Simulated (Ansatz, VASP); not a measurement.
# PtS2: VASP beside Ansatz

File INCAR:

```
PREC = Accurate
ENCUT = 600
EDIFF = 1E-7
ISMEAR = 0
SIGMA = 0.1
LREAL = F
LASPH = T
NELM = 80
ALGO = Normal
ISIF = 3
LWAVE = F
LCHARG = F
GGA = PE
IBRION = 2
NSW = 100
EDIFFG = -0.01
```

File KPOINTS:

```
regular mesh
0
Gamma
  12 12 4
```

The input POSCAR:

```
PtS2
1.0
    3.5032257602      0.0000000000      0.0000000000
   -1.7516128801      3.0338825035      0.0000000000
    0.0000000000      0.0000000000     10.8728540833
Pt S
2 4
Direct
    0.3333333333      0.6666666667      0.2500000000
    0.6666666667      0.3333333333      0.7500000000
    0.3333333333      0.6666666667      0.6234916006
    0.6666666667      0.3333333333      0.1234916006
    0.3333333333      0.6666666667      0.8765083994
    0.6666666667      0.3333333333      0.3765083994
```

Input for Ansatz:

```yaml
crystal:
  lattice:
    - [3.5032257602, 0.0, 0.0]
    - [-1.7516128801, 3.0338825035, 0.0]
    - [0.0, 0.0, 10.8728540833]
  atoms:
    - { symbol: Pt, position: [0.3333333333, 0.6666666667, 0.25] }
    - { symbol: Pt, position: [0.6666666667, 0.3333333333, 0.75] }
    - { symbol: S, position: [0.3333333333, 0.6666666667, 0.6234916006] }
    - { symbol: S, position: [0.6666666667, 0.3333333333, 0.1234916006] }
    - { symbol: S, position: [0.3333333333, 0.6666666667, 0.8765083994] }
    - { symbol: S, position: [0.6666666667, 0.3333333333, 0.3765083994] }
basis:
  ecutwfc: 420
kpoints:
  mp_grid: { grid: [12, 12, 4] }
hamiltonian:
  xc: pbe
scf:
  occupations: { method: gaussian, width: 0.1 }
output:
  forces: true
  stress: true
  eigenvalues: true
relax:
  adjacent_minimum: "off"
  f_tol: 0.01
  max_steps: 80
  cell: { stress_tol: 0.05 }
```

Alike in both runs: task relaxation of cell and atoms; functional PBE; k mesh 12 × 12 × 4; occupations gaussian, width 0.1 eV; no spin polarisation.

```csv
,VASP,Ansatz
version,VASP 6.6.1,Ansatz 0.2.0
potentials or method,"VASP PAW PBE potentials, release 64 (Pt, S), cutoff 600 eV","scalar-relativistic, plane waves, PAW"
valence electrons in the cell,44,60
```

```csv
,VASP,Ansatz,Ansatz less VASP
"gap on the k mesh at the Fermi level, each at its own relaxed structure (eV)",none,none,-
relaxed volume (Å³/atom),19.70,19.71,+0.012
relaxed length of the cell vector where the two differ most in proportion (Å),11.091,11.079,-0.0124
```

A gap of «none» marks a metal or a gap that the smearing closes. VASP's potentials hold 44 valence electrons a cell and Ansatz's 60, so a difference there can come from the potentials and not from the codes.

Spin-orbit coupling is off throughout.
